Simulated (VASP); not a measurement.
# HfO2 (Fm-3m) in VASP: notebook

Runs on HfO2. Level: r2SCAN. Tasks: single point.

Everything below comes from runs of VASP 6.6.1. Logs are shortened: lines on timing, memory, paths and dates and some standing lists are left out, and cuts for length are marked.

### Step 1. The cell of the first run

Symmetry: Fm-3m, No. 225, cubic system. The conventional cell has a = 4.773 Å, b = 4.773 Å, c = 4.773 Å, α = 90.00°, β = 90.00°, γ = 90.00°. Hf (site symmetry m-3m) has 8 O at 2.07 Å within 2.7 Å. O (site symmetry -43m) has 4 Hf at 2.07 Å and 6 O at 2.39 Å within 2.7 Å.

### Step 2. Single point, r2SCAN (volume scaled by 0.840)

POSCAR

```
HfO2
1.0
    0.0000000000      2.3863747668      2.3863747668
    2.3863747668      0.0000000000      2.3863747668
    2.3863747668      2.3863747668      0.0000000000
Hf O
1 2
Direct
    0.0000000000      0.0000000000      0.0000000000
    0.2500000000      0.2500000000      0.2500000000
    0.7500000000      0.7500000000      0.7500000000
```

INCAR.step1

```
ALGO = Normal
EDIFF = 1E-4
ENCUT = 520
GGA = PE
ISMEAR = 0
LASPH = True
LCHARG = False
LREAL = False
LWAVE = True
NBANDS = 18
NELM = 100
PREC = Accurate
SIGMA = 0.05
```

INCAR.step2

```
ALGO = Normal
EDIFF = 1E-7
ENCUT = 520
ISIF = 2
ISMEAR = 0
ISTART = 1
LASPH = True
LCHARG = False
LMIXTAU = True
LREAL = False
LWAVE = False
METAGGA = R2SCAN
NBANDS = 18
NELM = 100
PREC = Accurate
SIGMA = 0.05
```

KPOINTS

```
k-points
0
Gamma
  8 8 8
```

Potentials or basis: VASP PAW PBE potentials, release 64 (Hf_pv, O).

On the command line:

```bash
$ cat potpaw_PBE.64/Hf_pv/POTCAR potpaw_PBE.64/O/POTCAR > POTCAR
$ cp INCAR.step1 INCAR
$ mpirun -np 1 vasp_std > vasp.out
$ cp INCAR.step2 INCAR
$ mpirun -np 1 vasp_std > vasp.out
```

OUTCAR:

```text
EDIFF = 1E-7
   ENCUT = 520
   ISIF = 2
   ISMEAR = 0
   ISTART = 1
   LASPH = True
   LREAL = False
   METAGGA = R2SCAN
   NELM = 100
   PREC = Accurate

 ion  position               nearest neighbor table
   1  0.000  0.000  0.000-   3 2.07   3 2.07   3 2.07   2 2.07   3 2.07   2 2.07   2 2.07   2 2.07

   2  0.250  0.250  0.250-   1 2.07   1 2.07   1 2.07   1 2.07
   3  0.750  0.750  0.750-   1 2.07   1 2.07   1 2.07   1 2.07

  LATTYP: Found a face centered cubic cell.
 ALAT       =     4.7727495336

  Lattice vectors:

 A1 = (   0.0000000000,   2.3863747668,   2.3863747668)
 A2 = (   2.3863747668,   0.0000000000,   2.3863747668)
 A3 = (   2.3863747668,   2.3863747668,   0.0000000000)

Analysis of symmetry for initial positions (statically):
=====================================================================
 Subroutine PRICEL returns:
 Original cell was already a primitive cell.

 Routine SETGRP: Setting up the symmetry group for a
 face centered cubic supercell.

 Subroutine GETGRP returns: Found 48 space group operations
 (whereof 48 operations were pure point group operations)
 out of a pool of 48 trial point group operations.

The static configuration has the point symmetry O_h .

Analysis of symmetry for dynamics (positions and initial velocities):
=====================================================================
 Subroutine PRICEL returns:
 Original cell was already a primitive cell.

 Routine SETGRP: Setting up the symmetry group for a
 face centered cubic supercell.

 Subroutine GETGRP returns: Found 48 space group operations
 (whereof 48 operations were pure point group operations)
 out of a pool of 48 trial point group operations.

The dynamic configuration has the point symmetry O_h .

 Subroutine INISYM returns: Found 48 space group operations
 (whereof 48 operations are pure point group operations),
 and found     1 'primitive' translations

----------------------------------------------------------------------------------------

                                     Primitive cell

  volume of cell :      27.1798

  direct lattice vectors                    reciprocal lattice vectors
     0.000000000  2.386374767  2.386374767    -0.209522832  0.209522832  0.209522832
[... 78 lines left out ...]
 SYSTEM =  unknown system
   PREC   = accura    normal or accurate (medium, high low for compatibility)
   ISTART =      1    job   : 0-new  1-cont  2-samecut
   ICHARG =      0    charge: 1-file 2-atom 10-const
   ISPIN  =      1    spin polarized calculation?
   LNONCOLLINEAR =      F non collinear calculations
   LSORBIT =      F    spin-orbit coupling
   LASPH  =      T    aspherical Exc in radial PAW
   ENCUT  =  520.0 eV  38.22 Ry    6.18 a.u.   6.27  6.27  6.27*2*pi/ulx,y,z
   NELM   =    100;   NELMIN=  2; NELMDL=  0     # of ELM steps
   EDIFF  = 0.1E-06   stopping-criterion for ELM
   LREAL  =      F    real-space projection
   EDIFFG = 0.1E-05   stopping-criterion for IOM
   NSW    =      0    number of steps for IOM
   IBRION =     -1    ionic relax: 0-MD 1-quasi-New 2-CG
   NFREE  =      0    steps in history (QN), initial steepest desc. (CG)
   ISIF   =      2    stress and relaxation
   ISYM   =      2    0-nonsym 1-usesym 2-fastsym
   POTIM  = 0.5000    time-step for ionic-motion
   TEBEG  =    0.0;   TEEND  =   0.0 temperature during run
   PSTRESS=    0.0 pullay stress
   NELECT =      22.0000    total number of electrons
   NUPDOWN=      -1.0000    fix difference up-down
   EMIN   =  10.00;   EMAX   =-10.00  energy-range for DOS
   EFERMI =   0.00;   METHOD = LEGACY
   ISMEAR =     0;   SIGMA  =   0.05  broadening in eV -4-tet -1-fermi 0-gaus
   EFERMI_NEDOS =   21; number of points for ismear=-14 and -15
   IALGO  =     38    algorithm
   IMIX   =      4    mixing-type and parameters
     AMIX     =   0.40;   BMIX     =  1.00
     AMIX_MAG =   1.60;   BMIX_MAG =  1.00
  volume/ion in A,a.u.               =       9.06        61.14
  Fermi-wavevector in a.u.,A,eV,Ry     =   1.525693  2.883141 31.670803  2.327738
  Thomas-Fermi vector in A             =   2.633828
   LORBIT       =      0    0 simple, 1 ext, 2 COOP (PROOUT), +10 PAW based schemes
   METAGGA = R2SCAN    functional components
   LHFCALC =     F    Hartree Fock is set to
   AEXX    =    0.0000 exact exchange contribution
   IVDW    =     0    specifies the selected vdW correction
   LEPSILON=     F    determine dielectric tensor
   LRPA    =     F    only Hartree local field effects (RPA)
 non-spin polarized calculation
 Gauss-broadening in eV      SIGMA  =   0.05
  energy-cutoff  :      520.00
  volume of cell :       27.18
 maximum number of plane-waves:       754
 NGX is ok and might be reduce to    28
   NGX = 13   NGY = 13   NGZ = 13

 number of electron      21.9999993 magnetization

 Free energy of the ion-electron system (eV)
  ---------------------------------------------------
  ext. energy  EPLUGINS =         0.00000000
  ---------------------------------------------------
  free energy    TOTEN  =       -67.75041706 eV

  energy without entropy =      -67.75041706  energy(sigma->0) =      -67.75041706

 E-fermi :   5.9164     XC(G=0): -13.6715

 val. band max:        5.5715466661   @ k =   0.5000   0.5000   0.0000
 cond. band min:      10.3966152565   @ k =   0.5000   0.5000   0.0000
 fundamental gap:      4.8250685904
 Fermi energy:         5.9163998327

 k-point     1 :       0.0000    0.0000    0.0000
  band No.  band energies     occupation
      1     -24.2435      2.00000
      2     -24.2435      2.00000
      3     -24.2435      2.00000
      4     -15.3705      2.00000
      5     -11.4027      2.00000
      6      -1.1255      2.00000
[... 481 lines left out ...]
      5     -12.2313      2.00000
      6      -0.2907      2.00000
[... 10 lines left out ...]
     17      18.4929      0.00000
     18      19.4660      0.00000

 [... further k-points ...]
[... 5 lines left out ...]
  --------------------------------------------------------------------------------------
  -------------------------------------------------------------------------------------
  Total       10.5612376     10.5612376     10.5612376     -0.0000000      0.0000000     -0.0000000
  in kB      622.5574777    622.5574777    622.5574777     -0.0000000      0.0000000     -0.0000000
  external PRESSURE =     622.5574777 kB  Pullay stress =       0.0000000 kB

 VOLUME and BASIS-vectors are now :
 -----------------------------------------------------------------------------
  energy-cutoff  :      520.00
  volume of cell :       27.18
      direct lattice vectors                 reciprocal lattice vectors
     0.000000000  2.386374767  2.386374767    -0.209522832  0.209522832  0.209522832
     2.386374767  0.000000000  2.386374767     0.209522832 -0.209522832  0.209522832
     2.386374767  2.386374767  0.000000000     0.209522832  0.209522832 -0.209522832

 POSITION                                       TOTAL-FORCE (eV/Angst)
 -----------------------------------------------------------------------------------
      0.00000      0.00000      0.00000         0.000000     -0.000000      0.000000
      1.19319      1.19319      1.19319        -0.000000      0.000000      0.000000
      3.57956      3.57956      3.57956        -0.000000     -0.000000     -0.000000
 -----------------------------------------------------------------------------------
    total drift:                                0.000000      0.000000      0.000000

  FREE ENERGIE OF THE ION-ELECTRON SYSTEM (eV)
  ---------------------------------------------------
  free  energy   TOTEN  =       -67.7504170634 eV

  energy  without entropy=      -67.7504170634  energy(sigma->0) =      -67.75041706
```

Wall time 91 s (1 thread of AMD EPYC 9R45 (Zen 5), shared host); peak memory 0.14 GiB.

Results:

```
Free energy            : -67.7504 eV
Pressure               : 62.3 GPa
Band gap on the k mesh : 4.83 eV, direct
```

Caveat: the PAW data sets were made with another functional, which shifts forces and pressure a little; spin-orbit coupling is left out, which moves the levels of the heavy elements. A k mesh can miss the band edges.

### Step 3. Single point, r2SCAN (volume scaled by 0.880)

POSCAR

```
HfO2
1.0
    0.0000000000      2.4236678962      2.4236678962
    2.4236678962      0.0000000000      2.4236678962
    2.4236678962      2.4236678962      0.0000000000
Hf O
1 2
Direct
    0.0000000000      0.0000000000      0.0000000000
    0.2500000000      0.2500000000      0.2500000000
    0.7500000000      0.7500000000      0.7500000000
```

INCAR.step1

```
SYSTEM = HfO2
PREC = Accurate
ENCUT = 520
ISMEAR = 0
SIGMA = 0.05
LREAL = .False.
LASPH = .True.
NELM = 60
NBANDS = 18
GGA = PE
ALGO = Normal
EDIFF = 1E-4
LWAVE = .True.
LCHARG = .False.
```

INCAR.step2

```
SYSTEM = HfO2
PREC = Accurate
ENCUT = 520
EDIFF = 1E-6
ISMEAR = 0
SIGMA = 0.05
LREAL = .False.
LASPH = .True.
NELM = 60
ALGO = Normal
ISIF = 2
LWAVE = .False.
LCHARG = .False.
METAGGA = R2SCAN
LMIXTAU = .True.
NBANDS = 18
ISTART = 1
```

KPOINTS

```
Automatic mesh
0
Gamma
  8 8 8
  0 0 0
```

Potentials or basis: VASP PAW PBE potentials, release 64 (Hf_pv, O).

On the command line:

```bash
$ cat potpaw_PBE.64/Hf_pv/POTCAR potpaw_PBE.64/O/POTCAR > POTCAR
$ cp INCAR.step1 INCAR
$ mpirun -np 1 vasp_std > vasp.out
$ cp INCAR.step2 INCAR
$ mpirun -np 1 vasp_std > vasp.out
```

It took 1.8 min on 1 thread of AMD EPYC 9R45 (Zen 5), shared host; peak memory 0.15 GiB.

The run converged. Its results:

* Free energy: -68.1613 eV
* Pressure: 40.0 GPa
* Band gap on the k mesh: 4.69 eV, direct

Levels at points of the mesh, in eV from the valence-band top:
| k point | band 7 | band 8 | band 9 | band 10 | band 11 | band 12 | band 13 | band 14 | band 15 | band 16 |
| --- | --- | --- | --- | --- | --- | --- | --- | --- | --- | --- |
| (0.00, 0.00, 0.00) | -6.35 | -6.35 | -0.71 | -0.71 | -0.71 | 4.74 | 4.74 | 7.59 | 12.86 | 12.86 |
| (0.50, 0.00, 0.00) | -5.14 | -3.27 | -3.11 | -2.04 | -2.04 | 5.62 | 5.62 | 8.88 | 10.11 | 11.52 |
| (0.50, 0.50, 0.00) | -3.87 | -3.87 | -1.81 | -1.81 | 0.00 | 4.69 | 6.78 | 8.54 | 9.95 | 9.95 |

Caveat: the PAW data sets were made with another functional, which shifts forces and pressure a little; spin-orbit coupling is left out, which moves the levels of the heavy elements.

[end of part 1 of 3]
